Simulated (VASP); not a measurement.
# LiF (P6_3mc) in VASP: notebook, part 2 of 2

VASP 6.6.1. The steps go on from the part before.

## 4. Single point, LDA

This run uses another cell than the first one, of the same volume but with other edges.

INCAR reads:

```
SYSTEM = LiF
PREC = Accurate ; ENCUT = 520
EDIFF = 1E-6 ; ISMEAR = 0
SIGMA = 0.05 ; LREAL = .FALSE.
LASPH = .TRUE. ; NELM = 80
ALGO = Normal ; ISIF = 2
LWAVE = .FALSE. ; LCHARG = .FALSE.
GGA = CA ; NBANDS = 18
```

KPOINTS reads:

```
Automatic mesh
0
G
  9 9 6
  0 0 0
```

POSCAR reads:

```
LiF
1.0
    3.0464146835      0.0000000000      0.0000000000
   -1.5232073417      2.6382725064      0.0000000000
    0.0000000000      0.0000000000      4.6092254161
Li F
2 2
Direct
    0.3333333333      0.6666666667      0.4120529761
    0.6666666667      0.3333333333      0.9120529761
    0.3333333333      0.6666666667      0.9910195924
    0.6666666667      0.3333333333      0.4910195924
```

Potentials or basis: VASP PAW LDA potentials, release 64 (Li_sv, F).

Command:

```bash
$ cat potpaw_LDA.64/Li_sv/POTCAR potpaw_LDA.64/F/POTCAR > POTCAR
$ mpirun -np 1 vasp_std > vasp.out
```

OUTCAR:

```text
SYSTEM = LiF
   PREC = Accurate
   ENCUT = 520
   EDIFF = 1E-6
   ISMEAR = 0
   LREAL = .FALSE.
   LASPH = .TRUE.
   NELM = 80
   ISIF = 2
   GGA = CA

 ion  position               nearest neighbor table
   1  0.333  0.667  0.412-   4 1.80   4 1.80   4 1.80   3 1.94
   2  0.667  0.333  0.912-   3 1.80   3 1.80   3 1.80   4 1.94
   3  0.333  0.667  0.991-   2 1.80   2 1.80   2 1.80   1 1.94
   4  0.667  0.333  0.491-   1 1.80   1 1.80   1 1.80   2 1.94

  LATTYP: Found a hexagonal cell.
 ALAT       =     3.0464146835
 C/A-ratio  =     1.5130000000
[... 704 lines left out ...]
  Direction    XX          YY          ZZ          XY          YZ          ZX
  --------------------------------------------------------------------------------------
  -------------------------------------------------------------------------------------
  Total        0.3285092      0.3285092     -0.8500235      0.0000000      0.0000000      0.0000000
  in kB       14.2076267     14.2076267    -36.7624880      0.0000000      0.0000000      0.0000000
  external PRESSURE =      -2.7824115 kB  Pullay stress =       0.0000000 kB

 VOLUME and BASIS-vectors are now :
 -----------------------------------------------------------------------------
  energy-cutoff  :      520.00
  volume of cell :       37.05
      direct lattice vectors                 reciprocal lattice vectors
     3.046414684  0.000000000  0.000000000     0.328254720  0.189517951  0.000000000
    -1.523207342  2.638272506  0.000000000     0.000000000  0.379035902  0.000000000
     0.000000000  0.000000000  4.609225416     0.000000000  0.000000000  0.216956193

 POSITION                                       TOTAL-FORCE (eV/Angst)
 -----------------------------------------------------------------------------------
     -0.00000      1.75885      1.89925        -0.000000      0.000000     -0.231078
      1.52321      0.87942      4.20386         0.000000      0.000000     -0.231078
     -0.00000      1.75885      4.56783         0.000000     -0.000000      0.231078
      1.52321      0.87942      2.26322        -0.000000      0.000000      0.231078
 -----------------------------------------------------------------------------------
    total drift:                               -0.000000     -0.000001     -0.001548

  FREE ENERGIE OF THE ION-ELECTRON SYSTEM (eV)
  ---------------------------------------------------
  free  energy   TOTEN  =       -20.7809070035 eV

  energy  without entropy=      -20.7809070035  energy(sigma->0) =      -20.78090700
```

OSZICAR:

```text
N       E                     dE             d eps       ncg     rms          rms(c)
DAV:   1     0.113700486450E+03    0.11370E+03   -0.10831E+04  1728   0.120E+03
DAV:   2    -0.123641157613E+02   -0.12606E+03   -0.12348E+03  2062   0.299E+02
DAV:   3    -0.220865276844E+02   -0.97224E+01   -0.96667E+01  3134   0.612E+01
DAV:   4    -0.221797074400E+02   -0.93180E-01   -0.92967E-01  2230   0.725E+00
DAV:   5    -0.221807164788E+02   -0.10090E-02   -0.10087E-02  2224   0.646E-01    0.694E+00
DAV:   6    -0.208113471541E+02    0.13694E+01   -0.34823E+00  1808   0.144E+01    0.216E+00
DAV:   7    -0.207910523148E+02    0.20295E-01   -0.10440E-01  1996   0.233E+00    0.137E+00
DAV:   8    -0.207816375285E+02    0.94148E-02   -0.39243E-02  2342   0.191E+00    0.307E-01
DAV:   9    -0.207807475292E+02    0.89000E-03   -0.47099E-03  1962   0.589E-01    0.818E-02
DAV:  10    -0.207809129994E+02   -0.16547E-03   -0.24186E-04  1860   0.130E-01    0.274E-02
DAV:  11    -0.207809072898E+02    0.57097E-05   -0.17834E-05  2194   0.410E-02    0.614E-03
DAV:  12    -0.207809070035E+02    0.28623E-06   -0.79369E-07  1636   0.890E-03
   1 F= -.20780907E+02 E0= -.20780907E+02  d E =-.324134E-14
```

stdout:

```text
POSCAR found type information on POSCAR LiF
 POSCAR found :  2 types and       4 ions
 scaLAPACK will be used
 LDA part: xc-table for (Slater(with rela. corr.)+CA(PZ))
 , standard interpolation
 POSCAR, INCAR and KPOINTS ok, starting setup
 FFT: planning ... GRIDC
 FFT: planning ... GRID_SOFT
 FFT: planning ... GRID
 WAVECAR not read
 entering main loop
```

It took 18 s on 1 thread of Intel Xeon Platinum 8559C (Emerald Rapids), shared host; peak memory 0.14 GiB.

What came out:

```yaml
Free_energy: -20.7809 eV
Largest_force: 0.231 eV/Å
Band_gap_on_the_k_mesh: 7.67 eV
```

Forces on the atoms (eV/Å):
```
Li   0.000  0.000 -0.231
Li   0.000  0.000 -0.231
F    0.000  0.000  0.231
F    0.000  0.000  0.231
```

Levels at points of the mesh, in eV from the valence-band top:
```tsv
k point	band 6	band 7	band 8	band 9	band 10	band 11	band 12	band 13	band 14	band 15
(0.00, 0.00, 0.00)	-0.85	-0.85	-0.45	-0.45	0.00	7.67	12.25	15.62	18.05	18.05
(0.00, 0.00, 0.50)	-1.47	-0.65	-0.65	-0.65	-0.65	9.55	9.55	17.71	17.71	18.34
```

Caveat: the cutoff is under 1.25 times the usual one of these potentials, so pressure, stress and relaxed cells hold a basis-set (Pulay) error. A k mesh can miss the band edges.

## 5. The runs side by side

```csv
cell,gap on the mesh (eV),largest force (eV/Å)
"a = 3.080, b = 3.080, c = 4.509 Å, angles 90.0, 90.0, 120.0°, 4 atoms, atomic positions A",7.87,2.32
"a = 2.953, b = 2.953, c = 4.904 Å, angles 90.0, 90.0, 120.0°, 4 atoms, atomic positions B",7.68,0.44
"a = 3.046, b = 3.046, c = 4.609 Å, angles 90.0, 90.0, 120.0°, 4 atoms, atomic positions C",7.67,0.23
```

Alike in all rows: task single point; level LDA; potentials or basis VASP PAW LDA potentials, release 64 (Li_sv, F); no spin polarisation; k mesh 9 × 9 × 6; cutoff (eV) 520; smearing gaussian 0.05 eV.

Caveats: the cutoff is under 1.25 times the usual one of these potentials, so pressure, stress and relaxed cells hold a basis-set (Pulay) error; forces of over 1 eV/Å act on the atoms, so gaps and moduli don't describe the material at rest (at least some runs).

Absolute energies hang on the potentials; compare differences alone.
